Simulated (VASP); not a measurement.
A run of VASP 6.6.1 is set up as follows.

File INCAR:

```
PREC = Accurate ; ENCUT = 520
EDIFF = 1E-6 ; ISMEAR = -1
SIGMA = 0.08 ; LREAL = F
LASPH = T ; NELM = 100
ALGO = Normal ; ISIF = 2
LWAVE = F ; LCHARG = F
GGA = PE ; NBANDS = 25
```

File KPOINTS:

```
regular mesh
0
Gamma
  12 12 9
```

File POSCAR:

```
TiN
1.0
    2.1236374920      2.1236374920      0.0000000000
   -2.1236374920      2.1236374920      0.0000000000
    0.0000000000      0.0000000000      4.2472749840
Ti N
2 2
Direct
    0.0000000000      0.0000000000      0.0000000000
    0.5000000000      0.5000000000      0.5000000000
    0.5000000000      0.5000000000      0.0000000000
    0.0000000000      0.0000000000      0.5000000000
```

Potentials or basis: VASP PAW PBE potentials, release 64 (Ti_sv, N).

Command:

```sh
$ cat potpaw_PBE.64/Ti_sv/POTCAR potpaw_PBE.64/N/POTCAR > POTCAR
$ mpirun -np 1 vasp_std > vasp.out
```

Problem. Estimate the pressure.

Solution. 0.4 GPa.

Problem. Predict the band gap on the k mesh.

Solution. Zero (band 17 reaches 13.04 eV, above the bottom of band 18 at 8.35 eV).
